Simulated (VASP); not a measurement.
# SnGe31 (a cell with a defect) in VASP: single point with PBEsol

Aim: the single point of SnGe31 (a cell with a defect) with PBEsol.

Everything below comes from runs of VASP 6.6.1. Logs are shortened: lines on timing, memory, paths and dates and some standing lists are left out, and cuts for length are marked.

## 1. The cell of the first run

The cell holds a defect, 32 atoms: a = 9.845 Å, b = 9.845 Å, c = 9.845 Å, α = 109.47°, β = 109.47°, γ = 109.47°.

## 2. Single point, PBEsol

INCAR

```
  PREC = Accurate
  ENCUT = 520
  EDIFF = 1E-7
  ISMEAR = 0
  SIGMA = 0.03
  LREAL = Auto
  LASPH = True
  NELM = 80
  ALGO = Normal
  ISIF = 2
  LWAVE = False
  LCHARG = False
  GGA = PS
  NBANDS = 246
  KPAR = 4
```

KPOINTS

```
regular mesh
0
Gamma
  4 4 4
```

POSCAR

```
SnGe31
1.0
   -5.6839690000      5.6839690000      5.6839690000
    5.6839690000     -5.6839690000      5.6839690000
    5.6839690000      5.6839690000     -5.6839690000
Sn Ge
1 31
Direct
    0.0000000000      0.0000000000      0.0000000000
    0.0000000000      0.0000000000      0.7369064285
    0.0000000000      0.2510685008      0.4988245418
    0.0000000000      0.2517373704      0.7477759536
    0.0000000000      0.4988245418      0.2510685008
    0.0000000000      0.5000000000      0.5000000000
    0.0000000000      0.7369064285      0.0000000000
    0.0000000000      0.7477759536      0.2517373704
    0.2510685008      0.0000000000      0.4988245418
    0.2517373704      0.0000000000      0.7477759536
    0.2630935715      0.2630935715      0.2630935715
    0.2522240464      0.2522240464      0.5039614168
    0.2510685008      0.4988245418      0.0000000000
    0.2522240464      0.5039614168      0.2522240464
    0.2517373704      0.7477759536      0.0000000000
    0.2477560410      0.7489314992      0.7489314992
    0.4988245418      0.0000000000      0.2510685008
    0.5000000000      0.0000000000      0.5000000000
    0.4988245418      0.2510685008      0.0000000000
    0.5039614168      0.2522240464      0.2522240464
    0.5000000000      0.5000000000      0.0000000000
    0.5011754582      0.5011754582      0.7522439590
    0.5011754582      0.7522439590      0.5011754582
    0.4960385832      0.7482626296      0.7482626296
    0.7369064285      0.0000000000      0.0000000000
    0.7477759536      0.0000000000      0.2517373704
    0.7477759536      0.2517373704      0.0000000000
    0.7489314992      0.2477560410      0.7489314992
    0.7522439590      0.5011754582      0.5011754582
    0.7482626296      0.4960385832      0.7482626296
    0.7489314992      0.7489314992      0.2477560410
    0.7482626296      0.7482626296      0.4960385832
```

Potentials or basis: VASP PAW PBE potentials, release 64 (Sn_d, Ge_d).

Command:

```bash
$ cat potpaw_PBE.64/Sn_d/POTCAR potpaw_PBE.64/Ge_d/POTCAR > POTCAR
$ mpirun -np 4 vasp_std > vasp.out
```

OUTCAR:

```text
PREC = Accurate
   ENCUT = 520
   EDIFF = 1E-7
   ISMEAR = 0
   LREAL = Auto
   LASPH = True
   NELM = 80
   ISIF = 2
   GGA = PS

 ion  position               nearest neighbor table
   1  0.000  0.000  0.000-   2 2.59   7 2.59  11 2.59  25 2.59
   2  0.000  0.000  0.737-   4 2.44  10 2.44  32 2.44   1 2.59
   3  0.000  0.251  0.499-   6 2.45   4 2.45  12 2.46  26 2.46
   4  0.000  0.252  0.748-   2 2.44   3 2.45  13 2.46  28 2.46
   5  0.000  0.499  0.251-   6 2.45   8 2.45  14 2.46  27 2.46
   6  0.000  0.500  0.500-   3 2.45   5 2.45  16 2.45  29 2.45
[... 24 lines left out ...]
  31  0.749  0.749  0.248-  21 2.45  32 2.45  26 2.46   8 2.46
  32  0.748  0.748  0.496-   2 2.44  31 2.45  29 2.46  23 2.46

  LATTYP: Found a body centered cubic cell.
 ALAT       =    11.3679380000

  Lattice vectors:

 A1 = (  -5.6839690000,   5.6839690000,   5.6839690000)
 A2 = (   5.6839690000,  -5.6839690000,   5.6839690000)
 A3 = (   5.6839690000,   5.6839690000,  -5.6839690000)

Analysis of symmetry for initial positions (statically):
=====================================================================
 Subroutine PRICEL returns:
 Original cell was already a primitive cell.

 Routine SETGRP: Setting up the symmetry group for a
 body centered cubic supercell.

 Subroutine GETGRP returns: Found 24 space group operations
 (whereof 24 operations were pure point group operations)
 out of a pool of 48 trial point group operations.

The static configuration has the point symmetry T_d .

Analysis of symmetry for dynamics (positions and initial velocities):
=====================================================================
 Subroutine PRICEL returns:
 Original cell was already a primitive cell.

 Routine SETGRP: Setting up the symmetry group for a
 body centered cubic supercell.

 Subroutine GETGRP returns: Found 24 space group operations
 (whereof 24 operations were pure point group operations)
 out of a pool of 48 trial point group operations.

The dynamic configuration has the point symmetry T_d .

 Subroutine INISYM returns: Found 24 space group operations
 (whereof 24 operations are pure point group operations),
 and found     1 'primitive' translations

[... 139 lines left out ...]
   EDIFFG = 0.1E-05   stopping-criterion for IOM
   NSW    =      0    number of steps for IOM
   IBRION =     -1    ionic relax: 0-MD 1-quasi-New 2-CG
   NFREE  =      0    steps in history (QN), initial steepest desc. (CG)
   ISIF   =      2    stress and relaxation
   ISYM   =      2    0-nonsym 1-usesym 2-fastsym
   POTIM  = 0.5000    time-step for ionic-motion
   TEBEG  =    0.0;   TEEND  =   0.0 temperature during run
   PSTRESS=    0.0 pullay stress
   NELECT =     448.0000    total number of electrons
   NUPDOWN=      -1.0000    fix difference up-down
   EMIN   =  10.00;   EMAX   =-10.00  energy-range for DOS
   EFERMI =   0.00;   METHOD = LEGACY
   ISMEAR =     0;   SIGMA  =   0.03  broadening in eV -4-tet -1-fermi 0-gaus
   EFERMI_NEDOS =   21; number of points for ismear=-14 and -15
   IALGO  =     38    algorithm
   IMIX   =      4    mixing-type and parameters
     AMIX     =   0.40;   BMIX     =  1.00
     AMIX_MAG =   1.60;   BMIX_MAG =  1.00
  volume/ion in A,a.u.               =      22.95       154.90
  Fermi-wavevector in a.u.,A,eV,Ry     =   1.388340  2.623582 26.225062  1.927488
  Thomas-Fermi vector in A             =   2.512475
   LORBIT       =      0    0 simple, 1 ext, 2 COOP (PROOUT), +10 PAW based schemes
   GGA     = PS    functional components
   LHFCALC =     F    Hartree Fock is set to
   AEXX    =    0.0000 exact exchange contribution
   IVDW    =     0    specifies the selected vdW correction
   LEPSILON=     F    determine dielectric tensor
   LRPA    =     F    only Hartree local field effects (RPA)
 non-spin polarized calculation
 Gauss-broadening in eV      SIGMA  =   0.03
  energy-cutoff  :      520.00
  volume of cell :      734.54
 maximum number of plane-waves:     19861
 NGX is ok and might be reduce to    80
   NGX = 37   NGY = 37   NGZ = 37

 number of electron     447.9999909 magnetization

 Free energy of the ion-electron system (eV)
  ---------------------------------------------------
  ext. energy  EPLUGINS =         0.00000000
  ---------------------------------------------------
  free energy    TOTEN  =      -157.06035355 eV

  energy without entropy =     -157.05934348  energy(sigma->0) =     -157.05984852

 E-fermi :   4.9245     XC(G=0): -10.0936

 val. band max:        4.9189307862   @ k =   0.0000   0.0000   0.0000
 cond. band min:       4.9571278020   @ k =   0.5000   0.5000   0.5000
 fundamental gap:      0.0381970158
 Fermi energy:         4.9245454951

 k-point     1 :       0.0000    0.0000    0.0000
  band No.  band energies     occupation
      1     -19.9115      2.00000
      2     -19.9056      2.00000
      3     -19.9056      2.00000
      4     -19.9056      2.00000
      5     -19.9052      2.00000
      6     -19.9052      2.00000
[... 1901 lines left out ...]
    235       7.5150      0.00000
    236       7.5150      0.00000
 [bands above 236 left out]

------------------------ aborting loop because EDIFF is reached ----------------------------------------

  FORCE on cell =-STRESS in cart. coord.  units (eV):
  Direction    XX          YY          ZZ          XY          YZ          ZX
  --------------------------------------------------------------------------------------
  -------------------------------------------------------------------------------------
  Total        2.8433272      2.8433272      2.8433272      0.0000000     -0.0000000      0.0000000
  in kB        6.2018652      6.2018652      6.2018652      0.0000000     -0.0000000      0.0000000
  external PRESSURE =       6.2018652 kB  Pullay stress =       0.0000000 kB

 VOLUME and BASIS-vectors are now :
 -----------------------------------------------------------------------------
  energy-cutoff  :      520.00
  volume of cell :      734.54
      direct lattice vectors                 reciprocal lattice vectors
    -5.683969000  5.683969000  5.683969000     0.000000000  0.087966701  0.087966701
     5.683969000 -5.683969000  5.683969000     0.087966701  0.000000000  0.087966701
     5.683969000  5.683969000 -5.683969000     0.087966701  0.087966701  0.000000000

 POSITION                                       TOTAL-FORCE (eV/Angst)
 -----------------------------------------------------------------------------------
      0.00000      0.00000      0.00000        -0.000000      0.000000      0.000000
      4.18855      4.18855     -4.18855        -0.003026     -0.003026      0.003026
      4.26237      1.40824     -1.40824         0.002538     -0.001003      0.001003
      5.68120      2.81947     -2.81947        -0.004111      0.002880     -0.002880
      4.26237     -1.40824      1.40824         0.002538      0.001003     -0.001003
      5.68397      0.00000      0.00000        -0.000000     -0.000000      0.000000
[... 24 lines left out ...]
      1.40824      1.40824      7.10557        -0.001003     -0.001003     -0.002538
      2.81947      2.81947      5.68674         0.002880      0.002880      0.004111
 -----------------------------------------------------------------------------------
    total drift:                                0.000000      0.000000      0.000002

  FREE ENERGIE OF THE ION-ELECTRON SYSTEM (eV)
  ---------------------------------------------------
  free  energy   TOTEN  =      -157.0603535518 eV

  energy  without entropy=     -157.0593434835  energy(sigma->0) =     -157.05984852
```

OSZICAR:

```text
N       E                     dE             d eps       ncg     rms          rms(c)
DAV:   1     0.826050375238E+04    0.82605E+04   -0.17940E+05  4224   0.500E+03
DAV:   2     0.191091870253E+04   -0.63496E+04   -0.61846E+04  3936   0.127E+03
DAV:   3     0.208825588515E+03   -0.17021E+04   -0.16602E+04  3936   0.345E+02
DAV:   4    -0.131331174040E+03   -0.34016E+03   -0.32078E+03  4410   0.138E+02
DAV:   5    -0.158418381134E+03   -0.27087E+02   -0.26516E+02  4312   0.402E+01    0.142E+01
DAV:   6    -0.157724258205E+03    0.69412E+00   -0.10990E+01  5640   0.957E+00    0.718E+00
DAV:   7    -0.157042883720E+03    0.68137E+00   -0.18399E+00  4258   0.884E+00    0.128E+00
DAV:   8    -0.157046827783E+03   -0.39441E-02   -0.28958E-01  4672   0.890E+00    0.526E-01
DAV:   9    -0.157057202466E+03   -0.10375E-01   -0.88421E-02  5522   0.200E+00    0.276E-01
DAV:  10    -0.157060084668E+03   -0.28822E-02   -0.24020E-02  4656   0.126E+00    0.102E-01
DAV:  11    -0.157060100722E+03   -0.16054E-04   -0.31344E-03  4538   0.123E+00    0.361E-02
DAV:  12    -0.157060323790E+03   -0.22307E-03   -0.16047E-03  5652   0.197E-01    0.207E-02
DAV:  13    -0.157060352553E+03   -0.28764E-04   -0.31916E-04  4712   0.185E-01    0.136E-02
DAV:  14    -0.157060349963E+03    0.25903E-05   -0.41975E-05  4760   0.145E-01    0.277E-03
DAV:  15    -0.157060353439E+03   -0.34758E-05   -0.33090E-05  4482   0.373E-02    0.336E-03
DAV:  16    -0.157060353540E+03   -0.10098E-06   -0.75403E-06  4294   0.616E-02    0.181E-03
DAV:  17    -0.157060353635E+03   -0.95417E-07   -0.12027E-06  4594   0.142E-02    0.948E-04
DAV:  18    -0.157060353552E+03    0.83150E-07   -0.78578E-07  3814   0.128E-02
   1 F= -.15706035E+03 E0= -.15705985E+03  d E =-.101007E-02
```

stdout:

```text
POSCAR found type information on POSCAR SnGe
 POSCAR found :  2 types and      32 ions
 scaLAPACK will be used
 -----------------------------------------------------------------------------
|                                                                             |
|                                                                             |
|     You enforced a specific xc type in the INCAR file but a different       |
|     I HOPE YOU KNOW WHAT YOU ARE DOING!                                     |
|                                                                             |
 -----------------------------------------------------------------------------

 LDA part: xc-table for (Slater+PW92), standard interpolation
 POSCAR, INCAR and KPOINTS ok, starting setup
 FFT: planning ... GRIDC
 FFT: planning ... GRID_SOFT
 FFT: planning ... GRID
 WAVECAR not read
 entering main loop
```

It took 20 min on 4 MPI ranks of AMD EPYC 7R43 (Zen 3), shared host; peak memory 1.5 GiB.

What came out:

| Property | Result |
| --- | --- |
| Free energy | -157.0604 eV |
| Pressure | 0.6 GPa |
| Largest force | 0.006 eV/Å |
| Band gap on the k mesh | zero (filled and empty bands touch) |

Forces on the atoms (eV/Å):
```
Sn   0.000  0.000  0.000
Ge  -0.003 -0.003  0.003
Ge   0.003 -0.001  0.001
Ge  -0.004  0.003 -0.003
Ge   0.003  0.001 -0.001
Ge   0.000  0.000  0.000
Ge  -0.003  0.003 -0.003
Ge  -0.004 -0.003  0.003
Ge  -0.001  0.003  0.001
Ge   0.003 -0.004 -0.003
Ge   0.003  0.003  0.003
Ge  -0.003 -0.003  0.004
Ge  -0.001  0.001  0.003
Ge  -0.003  0.004 -0.003
Ge   0.003 -0.003 -0.004
Ge  -0.003 -0.001 -0.001
Ge   0.001  0.003 -0.001
Ge   0.000  0.000  0.000
Ge   0.001 -0.001  0.003
Ge   0.004 -0.003 -0.003
Ge   0.000  0.000  0.000
Ge   0.001  0.001 -0.003
Ge   0.001 -0.003  0.001
Ge   0.004  0.003  0.003
Ge   0.003 -0.003 -0.003
Ge  -0.003 -0.004  0.003
Ge  -0.003  0.003 -0.004
Ge  -0.001 -0.003 -0.001
Ge  -0.003  0.001  0.001
Ge   0.003  0.004  0.003
Ge  -0.001 -0.001 -0.003
Ge   0.003  0.003  0.004
```

Levels at points of the mesh, in eV from the Fermi level:
```csv
k point,band 220,band 221,band 222,band 223,band 224,band 225,band 226,band 227,band 228,band 229
"(0.00, 0.00, 0.00)",-1.37,-1.37,-0.11,-0.01,-0.01,-0.01,0.63,0.63,0.63,0.64
"(0.50, 0.00, 0.00)",-1.77,-1.74,-1.53,-0.45,-0.34,0.99,1.10,1.47,1.47,1.50
"(0.50, 0.50, 0.50)",-1.44,-1.44,-1.28,-1.28,-1.28,0.03,0.03,0.03,0.22,0.89
```

Caveat: the PAW data sets were made with another functional, which shifts forces and pressure a little; spin-orbit coupling is left out, which moves the levels of the heavy elements.

The gap in the log of VASP goes by the Fermi energy; the results here count the filled bands.